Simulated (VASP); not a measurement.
TiC: relaxation of cell and atoms with PBE

The system is TiC.

```
Ti C
1.0
     3.05371    0.00000    0.00000
    -1.52686    2.64459    0.00000
     0.00000    0.00000    7.48003
Ti C
3 3
Cartesian
  0.0000 0.0000 0.0000
  0.0000 1.7631 2.4933
  1.5269 0.8815 4.9867
  1.5269 0.8815 1.2467
  0.0000 0.0000 3.7400
  0.0000 1.7631 6.2334
```

```
Program                : VASP 6.6.1
Task                   : relaxation of cell and atoms
Functional             : PBE
Potentials or basis    : VASP PAW PBE potentials, release 64 (Ti_sv, C)
Cutoff                 : 600 eV
k mesh                 : 12 × 12 × 6
Occupations            : gaussian, width 0.1 eV
Spin                   : no spin polarisation
Dipole correction      : no
Further INCAR settings : ALGO = Normal; EDIFF = 1e-07; IBRION = 2; EDIFFG = -0.005; NSW = 100; ISIF = 3
```

The relaxed volume is 10.17 Å³/atom, the relaxed cell is a = 3.064 Å, b = 3.064 Å, c = 7.506 Å, α = 90.00°, β = 90.00°, γ = 120.00° and the space group after relaxing (to 0.05 Å) is Fm-3m (No. 225). The energy gained by relaxing is 0.9 meV/atom, the ionic steps are 3 and the pressure after relaxing is 0.0 GPa. The band gap on the k mesh is zero (band 24 reaches 10.09 eV, above the bottom of band 25 at 8.99 eV).

The path:
```tsv
step	energy change (eV)	largest force (eV/Å)	pressure (GPa)	volume (Å³)
1	0.0000	0.0000	2.66	60.41
2	0.0035	0.0000	-3.30	61.88
3	-0.0052	0.0000	-0.01	61.04
```

Final structure:
```
Ti C
1.0
     3.06438    0.00000    0.00000
    -1.53219    2.65383    0.00000
     0.00000    0.00000    7.50633
Ti C
3 3
Direct
  0.00000 0.00000 0.00000
  0.33333 0.66667 0.33333
  0.66667 0.33333 0.66667
  0.66667 0.33333 0.16667
  0.00000 0.00000 0.50000
  0.33333 0.66667 0.83333
```

Levels at points of the mesh, in eV from the Fermi level:
```tsv
k point	band 21	band 22	band 23	band 24	band 25	band 26	band 27	band 28
(0.00, 0.00, 0.00)	-2.36	0.68	0.68	0.68	1.67	1.67	1.67	1.70
(0.50, 0.00, 0.00)	-2.43	-2.43	-1.62	-0.05	-0.05	2.17	2.17	2.69
(0.00, 0.00, 0.50)	-0.81	-0.81	-0.81	-0.81	1.27	1.27	1.27	1.27
(0.50, 0.00, 0.50)	-2.51	-2.51	-1.17	-1.17	0.73	0.73	2.90	2.90
```

It took 13 min on 1 thread of Oxide Virtual Turin-like Processor (shared host), peak memory 0.27 GiB.
